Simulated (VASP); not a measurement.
Here is a VASP 6.6.1 calculation.

POSCAR

```
Co
1.0
    0.0000000000      1.7844000000      1.7844000000
    3.5688000000      0.0000000000      3.5688000000
    1.7844000000      1.7844000000      0.0000000000
Co
2
Direct
    0.0000000000      0.0000000000      0.0000000000
    0.0000000000      0.5000000000      0.0000000000
```

Contents of INCAR.step1:

```
SYSTEM = Co
  ALGO = Normal
  EDIFF = 1E-5
  ENCUT = 520
  GGA = PE
  GGA_COMPAT = .False.
  ISIF = 2
  ISMEAR = 0
  ISPIN = 2
  LASPH = .True.
  LCHARG = .False.
  LMAXMIX = 4
  LORBIT = 11
  LREAL = .False.
  LWAVE = .True.
  MAGMOM = 3 -3
  NBANDS = 20
  NELM = 200
  PREC = Accurate
  SIGMA = 0.1
```

INCAR.step2

```
SYSTEM = Co
  ALGO = Normal
  EDIFF = 1E-6
  ENCUT = 520
  GGA = PE
  GGA_COMPAT = .False.
  HFSCREEN = 0.2079
  ISIF = 2
  ISMEAR = 0
  ISPIN = 2
  ISTART = 1
  LASPH = .True.
  LCHARG = .False.
  LHFCALC = .True.
  LMAXMIX = 4
  LORBIT = 11
  LREAL = .False.
  LWAVE = .False.
  MAGMOM = 3 -3
  NBANDS = 20
  NELM = 200
  PREC = Accurate
  PRECFOCK = Normal
  SIGMA = 0.1
```

File KPOINTS:

```
k-points
0
Gamma
  6 3 6
  0 0 0
```

Potentials or basis: VASP PAW PBE potentials, release 64 (Co).

Run with:

```bash
$ cat potpaw_PBE.64/Co/POTCAR > POTCAR
$ cp INCAR.step1 INCAR
$ mpirun -np 1 vasp_std > vasp.out
$ cp INCAR.step2 INCAR
$ mpirun -np 1 vasp_std > vasp.out
```

(1) Predict the net moment.

(2) Predict the band gap on the k mesh.

(3) Predict the pressure.

## Answers

(1) 0.00 μB per cell.

(2) zero (filled and empty bands overlap).

(3) 7.1 GPa.

Caveat: the k points lie up to 0.51 Å⁻¹ apart, too coarse for converged energies and pressures of a metal; the antiferromagnetic order is the one typed at the start, and another may lie lower; the PAW data sets were made with another functional, which shifts forces and pressure a little.
